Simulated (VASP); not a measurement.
# PbS (R3m) in VASP: a series of runs, part 2 of 2

VASP 6.6.1.

**4. Relaxation of cell and atoms, PBEsol+D3(BJ)**

This run uses another cell than the first one, of 26.69 Å³/atom, 1.080 times its volume.

File INCAR:

```
  PREC = Accurate
  ENCUT = 500
  EDIFF = 1E-7
  ISMEAR = 0
  SIGMA = 0.01
  LREAL = F
  LASPH = T
  NELM = 120
  ALGO = Normal
  ISIF = 3
  LWAVE = F
  LCHARG = F
  GGA = PS
  IVDW = 12
  IBRION = 2
  NSW = 80
  EDIFFG = -0.01
  GGA_COMPAT = F
  NELMIN = 4
```

File KPOINTS:

```
Automatic mesh
0
Gamma
  4 4 4
```

File POSCAR:

```
PbS
1.0
    2.1126620000      1.2197460000      3.4519160000
   -2.1126620000      1.2197460000      3.4519160000
    0.0000000000     -2.4394920000      3.4519160000
Pb S
1 1
Direct
    0.9805660000      0.9805660000      0.9805660000
    0.4750360000      0.4750360000      0.4750360000
```

Potentials or basis: VASP PAW PBE potentials, release 64 (Pb_d, S).

The run is started by

```sh
cat potpaw_PBE.64/Pb_d/POTCAR potpaw_PBE.64/S/POTCAR > POTCAR
mpirun -np 1 vasp_std > vasp.out
```

OUTCAR:

```text
PREC = Accurate
   ENCUT = 500
   EDIFF = 1E-7
   ISMEAR = 0
   LREAL = F
   LASPH = T
   NELM = 120
   ISIF = 3
   GGA = PS
   IVDW = 12
   IBRION = 2
   NSW = 80
   EDIFFG = -0.01
   NELMIN = 4
 IVDW          = 12

 ion  position               nearest neighbor table
   1  0.981  0.981  0.981-   2 2.96   2 2.96   2 2.96   2 3.02   2 3.02   2 3.02
   2  0.475  0.475  0.475-   1 2.96   1 2.96   1 2.96   1 3.02   1 3.02   1 3.02

  LATTYP: Found a trigonal (rhomboedric) cell.
 ALAT       =     4.2269191028
 COS(alpha) =     0.5003772834

  Lattice vectors:

 A1 = (   2.1126620000,   1.2197460000,   3.4519160000)
 A2 = (  -2.1126620000,   1.2197460000,   3.4519160000)
 A3 = (   0.0000000000,  -2.4394920000,   3.4519160000)

Analysis of symmetry for initial positions (statically):
=====================================================================
 Subroutine PRICEL returns:
 Original cell was already a primitive cell.

 Routine SETGRP: Setting up the symmetry group for a
 trigonal (rhombohedral) supercell.

 Subroutine GETGRP returns: Found  6 space group operations
 (whereof  6 operations were pure point group operations)
 out of a pool of 12 trial point group operations.

The static configuration has the point symmetry C_3v.

Analysis of symmetry for dynamics (positions and initial velocities):
=====================================================================
 Subroutine PRICEL returns:
 Original cell was already a primitive cell.

 Routine SETGRP: Setting up the symmetry group for a
 trigonal (rhombohedral) supercell.

 Subroutine GETGRP returns: Found  6 space group operations
 (whereof  6 operations were pure point group operations)
 out of a pool of 12 trial point group operations.

The dynamic configuration has the point symmetry C_3v.

 Subroutine INISYM returns: Found  6 space group operations
 (whereof  6 operations are pure point group operations),
 and found     1 'primitive' translations

[... 109 lines left out ...]
   AEXX    =    0.0000 exact exchange contribution
   IVDW    =    12    specifies the selected vdW correction
   LEPSILON=     F    determine dielectric tensor
   LRPA    =     F    only Hartree local field effects (RPA)
 conjugate gradient relaxation of ions
 non-spin polarized calculation
 Gauss-broadening in eV      SIGMA  =   0.01
  energy-cutoff  :      500.00
  volume of cell :       53.37
 maximum number of plane-waves:      1363
 NGX is ok and might be reduce to    32
   NGX = 15   NGY = 15   NGZ = 15

--------------------------------------- Ionic step        1  -------------------------------------------

 number of electron      20.0000002 magnetization

 Free energy of the ion-electron system (eV)
  ---------------------------------------------------
  ext. energy  EPLUGINS =         0.00000000
  ---------------------------------------------------
  free energy    TOTEN  =        -9.43332304 eV

  energy without entropy =       -9.43332304  energy(sigma->0) =       -9.43332304

 E-fermi :   5.4768     XC(G=0):  -9.7831

 val. band max:        5.3566304310   @ k =   0.5000   0.0000   0.0000
 cond. band min:       5.7110400083   @ k =   0.5000   0.0000   0.0000
 fundamental gap:      0.3544095773
 Fermi energy:         5.4767725325

 k-point     1 :       0.0000    0.0000    0.0000
  band No.  band energies     occupation
      1     -11.3127      2.00000
      2     -11.3127      2.00000
      3     -11.3126      2.00000
      4     -11.2994      2.00000
      5     -11.2994      2.00000
      6      -8.0159      2.00000
      7      -0.7067      2.00000
      8       3.3274      2.00000
      9       3.3274      2.00000
     10       3.3300      2.00000
     11      10.4530      0.00000
     12      10.4774      0.00000
     13      10.4774      0.00000
     14      12.1057      0.00000
[... 315 lines left out ...]
  FREE ENERGIE OF THE ION-ELECTRON SYSTEM (eV)
  ---------------------------------------------------
  free  energy   TOTEN  =       -10.1278620418 eV

  energy  without entropy=      -10.1278620418  energy(sigma->0) =      -10.12786204

[... ionic steps 4 to 9 ...]

--------------------------------------- Ionic step       10  -------------------------------------------

 number of electron      20.0000001 magnetization

------------------------ aborting loop because EDIFF is reached ----------------------------------------
[... 75 lines left out ...]
--------------------------------------- Ionic step       12  -------------------------------------------

 number of electron      20.0000000 magnetization

 Free energy of the ion-electron system (eV)
  ---------------------------------------------------
  ext. energy  EPLUGINS =         0.00000000
  ---------------------------------------------------
  free energy    TOTEN  =        -9.43486217 eV

  energy without entropy =       -9.43486217  energy(sigma->0) =       -9.43486217

 E-fermi :   6.4849     XC(G=0): -10.1538

 val. band max:        6.4097238964   @ k =   0.5000   0.0000   0.0000
 cond. band min:       6.6172178199   @ k =   0.5000   0.0000   0.0000
 fundamental gap:      0.2074939235
 Fermi energy:         6.4849323289

 k-point     1 :       0.0000    0.0000    0.0000
  band No.  band energies     occupation
      1     -10.4222      2.00000
      2     -10.4201      2.00000
      3     -10.4201      2.00000
      4     -10.4129      2.00000
      5     -10.4129      2.00000
      6      -7.7342      2.00000
      7       0.4675      2.00000
      8       3.9281      2.00000
      9       3.9281      2.00000
     10       3.9845      2.00000
     11      11.5516      0.00000
     12      11.6906      0.00000
     13      11.6906      0.00000
     14      12.9608      0.00000
[... 235 lines left out ...]
  FREE ENERGIE OF THE ION-ELECTRON SYSTEM (eV)
  ---------------------------------------------------
  free  energy   TOTEN  =       -10.1306064288 eV

  energy  without entropy=      -10.1306064288  energy(sigma->0) =      -10.13060643

 reached required accuracy - stopping structural energy minimisation
```

CONTCAR:

```text
PbS
   1.00000000000000
     2.0609432913864691    1.1898861877776183    3.3569530978842121
    -2.0609432913864691    1.1898861877776183    3.3569530978842121
     0.0000000000000000   -2.3797723755552367    3.3569530978842121
  Pb              S
     1     1
Direct
     0.9837726807445365    0.9837726807445365    0.9837726807445365
     0.4718293192554697    0.4718293192554697    0.4718293192554697

  0.00000000E+00  0.00000000E+00  0.00000000E+00
  0.00000000E+00  0.00000000E+00  0.00000000E+00
```

Wall time 39 s (1 thread of Intel Xeon 6975P-C (Granite Rapids), shared host); peak memory 0.2 GiB.

Results:

```yaml
Free_energy: -10.1306 eV
Relaxed_volume: 24.70 Å³/atom
Relaxed_cell: a = 4.115 Å, b = 4.115 Å, c = 4.115 Å, α = 60.11°, β = 60.11°, γ = 60.11°
Space_group_after_relaxing_to_0.05_Å: R3m (No. 160)
Energy_gained_by_relaxing: 27.5 meV/atom
Ionic_steps: 12
Pressure_after_relaxing: 0.0 GPa
Band_gap_on_the_k_mesh: 0.21 eV, direct
Dispersion_energy_per_atom: -0.348 eV
```

Forces in eV/Å, atoms in the order of the input:
```
Pb   0.000  0.000  0.002
S    0.000  0.000 -0.002
```

The path:
```
step  energy change (eV)  largest force (eV/Å)  pressure (GPa)  volume (Å³)
   1              0.0000                0.0532           -4.02        53.37
   2             -0.0503                0.0673            0.73        48.36
   3             -0.0523                0.0848            0.13        49.15
   4             -0.0524                0.0842            0.04        49.25
   5             -0.0524                0.0835           -0.03        49.33
   6             -0.0530                0.0745           -0.03        49.33
   7             -0.0544                0.0442            0.01        49.30
   8             -0.0547                0.0290            0.21        49.24
   9             -0.0550                0.0044            0.10        49.27
  10             -0.0550                0.0015            0.12        49.26
  11             -0.0550                0.0018           -0.18        49.55
  12             -0.0551                0.0020           -0.01        49.39
```

Final structure:
```yaml
crystal:
  lattice:
    - [2.06094, 1.18989, 3.35695]
    - [-2.06094, 1.18989, 3.35695]
    - [0.00000, -2.37977, 3.35695]
  atoms:
    - { symbol: Pb, position: [0.98377, 0.98377, 0.98377] }
    - { symbol: S, position: [0.47183, 0.47183, 0.47183] }
```

Caveat: the k points lie up to 0.47 Å⁻¹ apart in the final cell; the PAW data sets were made with another functional, which shifts forces and pressure a little; spin-orbit coupling is left out, which moves the levels of the heavy elements. A k mesh can miss the band edges.

**5. Relaxation of cell and atoms, LDA**

This run uses another cell than the first one, of 26.69 Å³/atom, 1.080 times its volume.

File INCAR:

```
SYSTEM = PbS
PREC     = Accurate       ! precision mode
ENCUT    = 500            ! plane-wave cutoff, eV
EDIFF    = 1E-7           ! SCF threshold, eV
ISMEAR   = 0              ! smearing method
SIGMA    = 0.01           ! smearing width, eV
LREAL    = .False.        ! projectors in reciprocal space
LASPH    = .True.         ! aspherical terms in the spheres
NELM     = 120            ! most SCF steps
ALGO     = Normal         ! electronic algorithm
ISIF     = 3              ! what is computed and relaxed
LWAVE    = .False.        ! write WAVECAR
LCHARG   = .False.        ! write CHGCAR
IBRION   = 2              ! ionic algorithm
NSW      = 80             ! ionic steps
EDIFFG   = -0.01          ! ionic threshold
GGA_COMPAT= .False.      
NELMIN   = 4
```

File KPOINTS:

```
regular mesh
0
Gamma
  4 4 4
  0 0 0
```

POSCAR is that of step 4.

Potentials or basis: VASP PAW LDA potentials, release 64 (Pb_d, S).

The run is started by

```sh
cat potpaw_LDA.64/Pb_d/POTCAR potpaw_LDA.64/S/POTCAR > POTCAR
mpirun -np 1 vasp_std > vasp.out
```

It took 25 s on 1 thread of Intel Xeon 6975P-C (Granite Rapids), shared host; peak memory 0.16 GiB.

The run converged. Its results:

```
Free energy                            : -9.9951 eV
Relaxed volume                         : 24.95 Å³/atom
Relaxed cell                           : a = 4.133 Å, b = 4.133 Å, c = 4.133 Å, α = 59.99°, β = 59.99°, γ = 59.99°
Space group after relaxing (to 0.05 Å) : R3m (No. 160)
Energy gained by relaxing              : 23.6 meV/atom
Ionic steps                            : 12
Pressure after relaxing                : 0.0 GPa
Largest force after relaxing           : 0.003 eV/Å
Band gap on the k mesh                 : 0.25 eV, direct
```

Forces in eV/Å, atoms in the order of the input:
```
Pb   0.000  0.000  0.003
S    0.000  0.000 -0.003
```

The path:
| step | energy change (eV) | largest force (eV/Å) | pressure (GPa) | volume (Å³) |
| --- | --- | --- | --- | --- |
| 1 | 0.0000 | 0.0702 | -3.64 | 53.37 |
| 2 | -0.0406 | 0.0855 | 0.75 | 48.82 |
| 3 | -0.0426 | 0.1001 | 0.09 | 49.60 |
| 4 | -0.0426 | 0.0999 | 0.05 | 49.68 |
| 5 | -0.0426 | 0.0996 | -0.01 | 49.75 |
| 6 | -0.0435 | 0.0909 | -0.02 | 49.74 |
| 7 | -0.0456 | 0.0611 | 0.05 | 49.70 |
| 8 | -0.0468 | 0.0162 | 0.32 | 49.64 |
| 9 | -0.0469 | 0.0054 | 0.22 | 49.65 |
| 10 | -0.0468 | 0.0072 | -0.37 | 50.24 |
| 11 | -0.0471 | 0.0064 | -0.03 | 49.91 |
| 12 | -0.0472 | 0.0030 | -0.02 | 49.91 |

Final structure:
```yaml
crystal:
  lattice:
    - [2.06612, 1.19288, 3.37504]
    - [-2.06612, 1.19288, 3.37504]
    - [0.00000, -2.38575, 3.37504]
  atoms:
    - { symbol: Pb, position: [0.98503, 0.98503, 0.98503] }
    - { symbol: S, position: [0.47057, 0.47057, 0.47057] }
```

Levels at points of the mesh, in eV from the valence-band top:
```csv
k point,band 8,band 9,band 10,band 11,band 12,band 13
"(0.00, 0.00, 0.00)",-2.38,-2.38,-2.33,5.00,5.18,5.18
"(0.50, 0.00, 0.00)",-1.99,-1.97,0.00,0.25,1.85,1.87
"(0.50, 0.50, 0.00)",-5.55,-3.75,-3.69,3.46,5.65,5.80
"(0.50, 0.50, 0.50)",-1.96,-1.96,-0.26,0.47,1.80,1.80
```

Caveat: the k points lie up to 0.47 Å⁻¹ apart in the final cell; spin-orbit coupling is left out, which moves the levels of the heavy elements.

**6. The runs side by side**

```tsv
task	level	potentials or basis	cell	gap on the mesh (eV)	pressure (GPa)	relaxed volume (Å³/atom)
single point	PBEsol+D3(BJ)	VASP PAW PBE potentials, release 64 (Pb_d, S)	a = 4.118 Å, angles 60.0°, 2 atoms	0.21	0.0	-
relaxation of cell and atoms	BLYP+D3(BJ)	VASP PAW PBE potentials, release 64 (Pb_d, S)	relaxed from a = 4.227 Å, angles 60.0°, 2 atoms	0.58	0.0	26.64
relaxation of cell and atoms	PBEsol+D3(BJ)	VASP PAW PBE potentials, release 64 (Pb_d, S)	relaxed from a = 4.227 Å, angles 60.0°, 2 atoms	0.21	0.0	24.70
relaxation of cell and atoms	LDA	VASP PAW LDA potentials, release 64 (Pb_d, S)	relaxed from a = 4.227 Å, angles 60.0°, 2 atoms	0.25	0.0	24.95
```

Alike in all rows: no spin polarisation; k mesh 4 × 4 × 4; cutoff (eV) 500; smearing gaussian 0.01 eV.

Caveats: all runs use coarse meshes; spin-orbit coupling is left out, which moves the levels of the heavy elements; the PAW data sets were made with another functional, which shifts forces and pressure a little (some runs).

Total energies depend on the potentials used, so only differences within one code and one set of settings carry meaning.
